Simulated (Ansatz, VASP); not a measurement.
Ge: VASP beside Ansatz

Contents of INCAR:

```
SYSTEM = Ge
ALGO     = Normal         ! electronic algorithm
EDIFF    = 1E-6           ! SCF threshold, eV
ENCUT    = 520            ! plane-wave cutoff, eV
GGA      = PS             ! functional
ISIF     = 2              ! what is computed and relaxed
ISMEAR   = 0              ! smearing method
LASPH    = .True.         ! aspherical terms in the spheres
LCHARG   = .False.        ! write CHGCAR
LREAL    = .False.        ! projectors in reciprocal space
LWAVE    = .False.        ! write WAVECAR
NBANDS   = 21             ! bands
NELM     = 60             ! most SCF steps
PREC     = Accurate       ! precision mode
SIGMA    = 0.15           ! smearing width, eV
```

File KPOINTS:

```
k-points
0
Gamma
  18 18 10
  0 0 0
```

File POSCAR:

```
Ge
1.0
    1.4880529250     -2.5946896100      0.0000000000
    1.4880529250      2.5946896100      0.0000000000
    0.0000000000      0.0000000000      4.7275957900
Ge
2
Direct
    0.6087429870      0.3912570130      0.1865427982
    0.3334466300      0.6665533700      0.7500000000
```

Input for Ansatz:

```yaml
crystal:
  lattice:
    - [1.488052925, -2.59468961, 0.0]
    - [1.488052925, 2.59468961, 0.0]
    - [0.0, 0.0, 4.72759579]
  atoms:
    - { symbol: Ge, position: [0.608742987, 0.391257013, 0.1865427982] }
    - { symbol: Ge, position: [0.33344663, 0.66655337, 0.75] }
basis:
  ecutwfc: 420
kpoints:
  mp_grid: { grid: [18, 18, 10] }
hamiltonian:
  xc: pbesol
scf:
  occupations: { method: gaussian, width: 0.15 }
output:
  forces: true
  stress: true
  eigenvalues: true
```

Alike in both runs: task single point; functional PBEsol; k mesh 18 × 18 × 10; occupations gaussian, width 0.15 eV; no spin polarisation.

|  | VASP | Ansatz |
| --- | --- | --- |
| version | VASP 6.6.1 | Ansatz 0.2.0 |
| potentials or method | VASP PAW PBE potentials, release 64 (Ge_d), cutoff 520 eV | scalar-relativistic, plane waves, PAW |
| valence electrons in the cell | 28 | 28 |

Ansatz gave:

```
gap on the k mesh at the Fermi level (eV)                     : none
pressure (GPa)                                                : 4.1
traceless stress, the component that is largest in VASP (GPa) : -3.56
rms of the force components (eV/Å)                            : 0.651
```

Task: Estimate VASP's values.

Result: gap on the k mesh at the Fermi level (eV): none; pressure (GPa): 4.1; traceless stress, the component that is largest in VASP (GPa): -3.54; rms of the force components (eV/Å): 0.655.

VASP's potentials were made for PBE, not for PBEsol. Atom by atom the forces differ by 0.004 eV/Å (rms over components). A gap of «none» marks a metal or a gap that the smearing closes. With one functional, cell and mesh, what is left measures potentials, basis and numerics.
